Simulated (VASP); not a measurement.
ZrC2:

```
CELL_PARAMETERS angstrom
1.62932 -6.50291 0.00000
1.62932 6.50291 0.00000
0.00000 0.00000 3.23568
ATOMIC_POSITIONS crystal
Zr 0.89467 0.10533 0.75000
Zr 0.10533 0.89467 0.25000
C 0.55310 0.44690 0.75000
C 0.44690 0.55310 0.25000
C 0.25031 0.74969 0.75000
C 0.74969 0.25031 0.25000
```

```yaml
Program: VASP 6.6.1
Task: relaxation of cell and atoms
Functional: PBE
Potentials_or_basis: VASP PAW PBE potentials, release 64 (Zr_sv, C)
Cutoff: 600 eV
k_mesh: 6 × 6 × 6
Occupations: gaussian, width 0.1 eV
Spin: no spin polarisation
```

At the start: pressure -17.1 GPa; volume 11.43 Å³/atom.

Task: How do energy, volume and symmetry change on relaxing?

Result: Over 10 steps the energy falls by 330.4 meV/atom and the volume is 10.14 Å³/atom (-11.2 %); space group Cmcm (No. 63, to 0.1 Å) before and after.

The path:
```csv
step,energy change (eV),largest force (eV/Å),pressure (GPa),volume (Å³)
1,0.0000,2.2050,-17.11,68.57
2,-0.7838,3.3450,23.81,57.09
3,-0.9142,2.8418,9.75,59.87
4,-1.7759,1.4225,7.73,59.71
5,-1.8135,1.4876,8.20,59.67
6,-1.8055,0.7358,-11.91,64.07
7,-1.9689,0.2752,-2.75,61.76
8,-1.9691,0.3051,-2.47,61.70
9,-1.9817,0.0907,0.90,60.65
10,-1.9826,0.0460,0.19,60.86
```

Final structure:
```
Zr C
1.0
     1.56929   -6.66967    0.00000
     1.56929    6.66967    0.00000
     0.00000    0.00000    2.90717
Zr C
2 4
Cartesian
  1.5693 -5.1232 2.1804
  1.5693 5.1232 0.7268
  1.5693 -0.4006 2.1804
  1.5693 0.4006 0.7268
  1.5693 3.3096 2.1804
  1.5693 -3.3096 0.7268
```

Caveat: the relaxation stopped at a loose force limit of 0.05 eV/Å, so its end isn't a converged minimum.
